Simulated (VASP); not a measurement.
Runs of VASP 6.6.1 on TePb. The structure is that of space group Fm-3m (No. 225), or close to it. The cells are those of the table. 

| cell | gap on the mesh (eV) | pressure (GPa) |
| --- | --- | --- |
| a = 4.581, b = 4.581, c = 4.546 Å, angles 60.2, 60.2, 59.5°, 2 atoms | 0.72 | 2.1 |
| a = 4.569 Å, angles 60.0°, 2 atoms | (a) | 2.1 |
| a = 4.558, b = 4.558, c = 4.592 Å, angles 59.8, 59.8, 60.5°, 2 atoms | 0.72 | 2.1 |
| a = 4.593, b = 4.593, c = 4.524 Å, angles 60.5, 60.5, 59.0°, 2 atoms | 0.69 | 2.2 |

Alike in all rows: task single point; level PBE; potentials or basis VASP PAW PBE potentials, release 64 (Te, Pb_d); no spin polarisation; k mesh 6 × 6 × 6; cutoff (eV) 520; smearing gaussian 0.05 eV.

Estimate the missing entries.

(a) 0.74.

Caveats: spin-orbit coupling is left out, which moves the levels of the heavy elements.

A k mesh can miss the band edges, and the runs leave out spin-orbit coupling on Pb, Te.
